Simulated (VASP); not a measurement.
## Al: single point with PBE+D3(BJ)

The system is Al.

```
CELL_PARAMETERS angstrom
0.00000 2.05145 2.05145
2.05145 0.00000 2.05145
2.05145 2.05145 0.00000
ATOMIC_POSITIONS crystal
Al 0.00000 0.00000 0.00000
```

```
Program                : VASP 6.6.1
Task                   : single point
Functional             : PBE
Dispersion             : D3(BJ)
Potentials or basis    : VASP PAW PBE potentials, release 64 (Al)
Cutoff                 : 500 eV
k mesh                 : 12 × 12 × 12
Occupations            : methfessel-paxton, width 0.05 eV
Spin                   : no spin polarisation
Dipole correction      : no
Further INCAR settings : ALGO = Normal; EDIFF = 1e-06; NBANDS = 8
```

```yaml
Pressure: -6.3 GPa
Dispersion_energy_per_atom: -0.321 eV
```

Levels at points of the mesh, in eV from the Fermi level:
```csv
k point,band 1,band 2,band 3,band 4
"(0.00, 0.00, 0.00)",-10.74,12.46,12.46,12.46
"(0.50, 0.00, 0.00)",-4.32,-4.23,11.02,11.02
"(0.50, 0.50, 0.00)",-2.73,-1.51,5.33,5.48
```

Wall time 11 s on 1 thread of Intel Xeon 8259CL, on a shared host, peak memory 0.14 GiB.

Caveat: three body term missing; pairwise dispersion overbinds metals, which lowers pressure and volume.
